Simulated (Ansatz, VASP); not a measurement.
# One calculation of HfSeS4, two programs

Contents of INCAR:

```
PREC = Accurate
ENCUT = 520
EDIFF = 1E-7
ISMEAR = 0
SIGMA = 0.1
LREAL = F
LASPH = T
NELM = 60
ALGO = Normal
ISIF = 2
LWAVE = F
LCHARG = F
GGA = PE
NBANDS = 29
```

Contents of KPOINTS:

```
Automatic mesh
0
Gamma
  4 4 4
```

POSCAR

```
HfSeS4
1.0
    4.0898748800      0.0000000000      0.0000000000
    0.0000000000      4.0898748800      0.0000000000
    0.0000000000      0.0000000000      6.8881479900
Hf Se S
1 1 4
Direct
    0.5000000000      0.5000000000      0.5000000000
    0.0000000000      0.0000000000      0.0000000000
    0.0000000000      0.0000000000      0.6038380300
    0.5000000000      0.5000000000      0.1051980000
    0.5000000000      0.5000000000      0.8948020000
    0.0000000000      0.0000000000      0.3961619700
```

Input for Ansatz:

```yaml
crystal:
  lattice:
    - [4.08987488, 0.0, 0.0]
    - [0.0, 4.08987488, 0.0]
    - [0.0, 0.0, 6.88814799]
  atoms:
    - { symbol: Hf, position: [0.5, 0.5, 0.5] }
    - { symbol: Se, position: [0.0, 0.0, 0.0] }
    - { symbol: S, position: [0.0, 0.0, 0.60383803] }
    - { symbol: S, position: [0.5, 0.5, 0.105198] }
    - { symbol: S, position: [0.5, 0.5, 0.894802] }
    - { symbol: S, position: [0.0, 0.0, 0.39616197] }
basis:
  ecutwfc: 420
kpoints:
  mp_grid: { grid: [4, 4, 4] }
hamiltonian:
  xc: pbe
scf:
  occupations: { method: gaussian, width: 0.1 }
  lower_state_search: "off"
output:
  forces: true
  stress: true
  eigenvalues: true
```

Change from the starting cell: species swapped into the CeDyC4 type (P4/mmm, No. 123).

Alike in both runs: task single point; functional PBE; k mesh 4 × 4 × 4; occupations gaussian, width 0.1 eV; no spin polarisation.

|  | VASP | Ansatz |
| --- | --- | --- |
| version | VASP 6.6.1 | Ansatz 0.2.0 |
| potentials or method | VASP PAW PBE potentials, release 64 (Hf_pv, Se, S), cutoff 520 eV | scalar-relativistic, plane waves, PAW |
| valence electrons in the cell | 40 | 66 |

Ansatz gave:

* gap on the k mesh at the Fermi level (eV): none
* rms of the force components (eV/Å): 23.016

Problem. Estimate VASP's values.

Solution. gap on the k mesh at the Fermi level (eV): none; rms of the force components (eV/Å): 22.387.

Atom by atom the forces differ by 0.632 eV/Å (rms over components). A gap of «none» marks a metal or a gap that the smearing closes. VASP's potentials hold 40 valence electrons a cell and Ansatz's 66, so a difference there can come from the potentials and not from the codes.

The k mesh is coarse, so the values compare programs but aren't converged. Neither program's run includes spin-orbit coupling.
